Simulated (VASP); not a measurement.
Runs of VASP 6.6.1 on SiC. The structure is that of space group P6_3mc (No. 186), or close to it. The cells are those of the table. 

```csv
task,cell,cutoff (eV),gap on the mesh (eV),pressure (GPa)
single point,"a = 3.067, b = 3.067, c = 5.033 Å, angles 90.0, 90.0, 120.0°, 4 atoms",520,2.91,1.8
relaxation of cell and atoms,"relaxed to 15 GPa from a = 3.075, b = 3.075, c = 5.048 Å, angles 90.0, 90.0, 120.0°, 4 atoms",600,2.85,15.0
relaxation of cell and atoms,"relaxed to 7 GPa from a = 3.075, b = 3.075, c = 5.048 Å, angles 90.0, 90.0, 120.0°, 4 atoms",600,2.88,7.0
relaxation of cell and atoms,"relaxed to 1 GPa from a = 3.075, b = 3.075, c = 5.048 Å, angles 90.0, 90.0, 120.0°, 4 atoms",600,2.91,1.0
single point,"a = 3.071, b = 3.071, c = 5.041 Å, angles 90.0, 90.0, 120.0°, 4 atoms",520,2.91,0.8
single point,"a = 3.046, b = 3.046, c = 4.999 Å, angles 90.0, 90.0, 120.0°, 4 atoms",520,2.88,6.8
single point,"a = 3.016, b = 3.016, c = 4.948 Å, angles 90.0, 90.0, 120.0°, 4 atoms",520,2.85,14.8
relaxation of cell and atoms,"relaxed to 4 GPa from a = 3.075, b = 3.075, c = 5.048 Å, angles 90.0, 90.0, 120.0°, 4 atoms",600,2.90,4.0
relaxation of cell and atoms,"relaxed to 10 GPa from a = 3.075, b = 3.075, c = 5.048 Å, angles 90.0, 90.0, 120.0°, 4 atoms",600,2.87,10.0
relaxation of cell and atoms,"relaxed to 2 GPa from a = 3.075, b = 3.075, c = 5.048 Å, angles 90.0, 90.0, 120.0°, 4 atoms",600,2.90,2.0
single point,"a = 3.034, b = 3.034, c = 4.979 Å, angles 90.0, 90.0, 120.0°, 4 atoms",520,2.87,(a)
single point,"a = 3.058, b = 3.058, c = 5.019 Å, angles 90.0, 90.0, 120.0°, 4 atoms",520,2.90,(b)
```

Alike in all rows: level r2SCAN; potentials or basis VASP PAW PBE potentials, release 64 (Si, C); no spin polarisation; k mesh 8 × 8 × 6; smearing gaussian 0.01 eV.

**Question.** Fill in the values left out.

**Answer.** (a) 9.8; (b) 3.8.

Caveats: the PAW data sets were made with another functional, which shifts forces and pressure a little; the cell is relaxed towards a set pressure, so the enthalpy falls and the energy may rise (some runs).

A k mesh can miss the band edges.
